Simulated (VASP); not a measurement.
Set up this calculation in VASP 6.6.1, as the native input.

```
Task                   : single point
Functional             : PBEsol
Dispersion             : D3(BJ)
Potentials or basis    : VASP PAW PBE potentials, release 64 (Na_pv)
Cutoff                 : 520 eV
k mesh                 : 10 × 10 × 10
Occupations            : fermi-dirac, width 0.05 eV
Spin                   : no spin polarisation
Dipole correction      : no
Further INCAR settings : ALGO = Normal; EDIFF = 1e-06; NBANDS = 10
```

The structure of Na lies in POSCAR:

```
Na
1.0
   -1.8882910800      1.8882910800      2.6372766800
    1.8882910800     -1.8882910800      2.6372766800
    1.8882910800      1.8882910800     -2.6372766800
Na
1
Direct
    0.0000000000      0.0000000000      0.0000000000
```

One way to write it, as run:

INCAR

```
SYSTEM = Na
ALGO     = Normal         ! electronic algorithm
EDIFF    = 1E-6           ! SCF threshold, eV
ENCUT    = 520            ! plane-wave cutoff, eV
GGA      = PS             ! functional
ISIF     = 2              ! what is computed and relaxed
ISMEAR   = -1             ! smearing method
IVDW     = 12             ! dispersion correction
LASPH    = .TRUE.         ! aspherical terms in the spheres
LCHARG   = .TRUE.         ! write CHGCAR
LELF     = .TRUE.         ! ELF
LREAL    = .FALSE.        ! projectors in reciprocal space
LVHAR    = .TRUE.       
LWAVE    = .FALSE.        ! write WAVECAR
NBANDS   = 10             ! bands
NELM     = 60             ! most SCF steps
PREC     = Accurate       ! precision mode
SIGMA    = 0.05           ! smearing width, eV
```

KPOINTS

```
k-points
0
G
  10 10 10
  0 0 0
```

Potentials or basis: VASP PAW PBE potentials, release 64 (Na_pv).

Launch:

```sh
$ cat potpaw_PBE.64/Na_pv/POTCAR > POTCAR
$ mpirun -np 1 vasp_std > vasp.out
```

Results of the run:

```yaml
Pressure: -0.9 GPa
Dispersion_energy_per_atom: -0.152 eV
```

Caveat: three body term missing; the PAW data sets were made with another functional, which shifts forces and pressure a little; pairwise dispersion overbinds metals, which lowers pressure and volume.

It took 22 s on 1 thread of Intel(R) Xeon(R) 6975P-C (Granite Rapids) (shared host), peak memory 0.17 GiB.
